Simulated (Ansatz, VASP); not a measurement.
**Two plane-wave programs on BN**

File INCAR:

```
SYSTEM = BN
  PREC = Accurate
  ENCUT = 600
  EDIFF = 1E-7
  ISMEAR = 0
  SIGMA = 0.01
  LREAL = .False.
  LASPH = .True.
  NELM = 120
  ALGO = Normal
  ISIF = 3
  LWAVE = .False.
  LCHARG = .False.
  GGA = PE
  IBRION = 2
  NSW = 80
  EDIFFG = -0.001
  GGA_COMPAT = .False.
  NELMIN = 4
```

KPOINTS

```
regular mesh
0
Gamma
  12 12 6
  0 0 0
```

Contents of POSCAR:

```
BN
1.0
    2.5545800969      0.0000000000      0.0000000000
   -1.2772900485      2.2123312599      0.0000000000
    0.0000000000      0.0000000000      4.2245145346
B N
2 2
Direct
    0.6666666667      0.3333333333      0.9998058547
    0.3333333333      0.6666666667      0.4998058547
    0.6666666667      0.3333333333      0.6251941453
    0.3333333333      0.6666666667      0.1251941453
```

Input for Ansatz:

```yaml
crystal:
  lattice:
    - [2.5545800969, 0.0, 0.0]
    - [-1.2772900485, 2.2123312599, 0.0]
    - [0.0, 0.0, 4.2245145346]
  atoms:
    - { symbol: B, position: [0.6666666667, 0.3333333333, 0.9998058547] }
    - { symbol: B, position: [0.3333333333, 0.6666666667, 0.4998058547] }
    - { symbol: "N", position: [0.6666666667, 0.3333333333, 0.6251941453] }
    - { symbol: "N", position: [0.3333333333, 0.6666666667, 0.1251941453] }
basis:
  ecutwfc: 420
kpoints:
  mp_grid: { grid: [12, 12, 6] }
hamiltonian:
  xc: pbe
scf:
  occupations: { method: fixed }
output:
  forces: true
  stress: true
  eigenvalues: true
relax:
  adjacent_minimum: "off"
  f_tol: 0.001
  max_steps: 60
  cell: { stress_tol: 0.01 }
```

Alike in both runs: task relaxation of cell and atoms; functional PBE; k mesh 12 × 12 × 6; no spin polarisation.

```csv
,VASP,Ansatz
version,VASP 6.6.1,Ansatz 0.2.0
potentials or method,"VASP PAW PBE potentials, release 64 (B, N), cutoff 600 eV","scalar-relativistic, plane waves, PAW"
occupations,"gaussian, width 0.01 eV",fixed
valence electrons in the cell,16,16
```

```tsv
	VASP	Ansatz	Ansatz less VASP
gap on the k mesh at the Fermi level, each at its own relaxed structure (eV)	5.21	5.23	+0.018
relaxed volume (Å³/atom)	5.97	5.97	+0.001
relaxed cell length with the largest relative difference (Å)	4.224	4.225	+0.0003
```
